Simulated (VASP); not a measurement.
A run of VASP 6.6.1 is set up as follows.

INCAR

```
SYSTEM = HRh6
PREC = Accurate
ENCUT = 520
EDIFF = 1E-6
ISMEAR = 0
SIGMA = 0.1
LREAL = .False.
LASPH = .True.
NELM = 100
ALGO = Normal
ISIF = 2
LWAVE = .False.
LCHARG = .False.
LDIPOL = .True.
IDIPOL = 3
DIPOL = 0.5 0.5 0.294
GGA = PE
NBANDS = 104
```

Contents of KPOINTS:

```
Automatic mesh
0
Gamma
  6 6 1
  0 0 0
```

The input POSCAR:

```
HRh6
1.0
    5.4165863251      0.0000000000      0.0000000000
   -2.7082931626      4.6909013593      0.0000000000
    0.0000000000      0.0000000000     22.2966119230
Rh H
12 2
Direct
    0.3333333333      0.1666666667      0.1793994538
    0.3333333333      0.6666666667      0.1793994538
    0.8333333333      0.1666666667      0.1793994538
    0.8333333333      0.6666666667      0.1793994538
    0.1666666667      0.3333333333      0.2757769167
    0.1666666667      0.8333333333      0.2757769167
    0.6666666667      0.3333333333      0.2757769167
    0.6666666667      0.8333333333      0.2757769167
    0.0000000000      0.0000000000      0.3721019118
    0.0000000000      0.5000000000      0.3721019118
    0.5000000000      0.0000000000      0.3721019118
    0.5000000000      0.5000000000      0.3721019118
    0.2153584700      0.4307169401      0.4066363066
    0.2846415300      0.5692830599      0.4066363066
```

Potentials or basis: VASP PAW PBE potentials, release 64 (Rh_pv, H).

The run is started by

```console
$ cat potpaw_PBE.64/Rh_pv/POTCAR potpaw_PBE.64/H/POTCAR > POTCAR
$ mpirun -np 1 vasp_std > vasp.out
```

Task: Estimate the largest force.

Result: 10.783 eV/Å.

Task: Predict the band gap on the k mesh.

Result: Zero (bands 91 and 92 overlap by 0.86 eV).

Forces on the atoms (eV/Å):
```
Rh   -0.103  -0.006  -0.077
Rh    0.000  -0.025  -0.047
Rh    0.103  -0.006  -0.077
Rh    0.000   0.007   0.027
Rh    0.000  -0.128  -0.554
Rh   -0.031   0.088  -0.249
Rh    0.000  -0.102  -0.216
Rh    0.031   0.088  -0.249
Rh    0.000  -0.553  -0.085
Rh   -4.221   0.001  -1.604
Rh    0.000   0.601  -0.155
Rh    4.221   0.001  -1.604
H     0.000 -10.457   2.400
H     0.000  10.492   2.489
```
